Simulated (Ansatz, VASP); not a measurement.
**Pd: VASP and Ansatz over several settings**

```
CELL_PARAMETERS angstrom
0.00000 1.95939 1.95939
1.95939 0.00000 1.95939
1.95939 1.95939 0.00000
ATOMIC_POSITIONS crystal
Pd 0.00000 0.00000 0.00000
```

Single points on this cell with VASP 6.6.1 and Ansatz 0.2.0. Each row is one pair of runs. Alike in all rows: spin: off; smearing: fermi-dirac, width 0.05 eV; VASP's potentials, cutoff: VASP PAW PBE potentials, release 64 (Pd), 520 eV; Ansatz's potentials, cutoff: Ansatz PAW, 420 eV.

| level | k mesh | gap on the k mesh at the Fermi level (eV), VASP | gap on the k mesh at the Fermi level (eV), Ansatz | pressure (GPa), VASP | pressure (GPa), Ansatz |
| --- | --- | --- | --- | --- | --- |
| PBE0 | 8 × 8 × 8 | none | none | -0.7 | -0.8 |
| HSE06 | 8 × 8 × 8 | none | none | -0.6 | -1.0 |
| PBEsol-based screened hybrid | 6 × 6 × 6 | none | none | -8.3 | -8.7 |
| HF | 6 × 6 × 6 | none | none | 9.1 | 15.7 |

Pressure (GPa): the two programs differ by at most 6.62.

VASP's potentials hold 10 valence electrons a cell and Ansatz's 18, so a difference there can come from the potentials and not from the codes.

A gap of «none» marks a metal or a gap that the smearing closes.

The k mesh is coarse in some rows, so the values compare programs but aren't converged. Noted on Ansatz's runs: Pulay correction over one GPa.
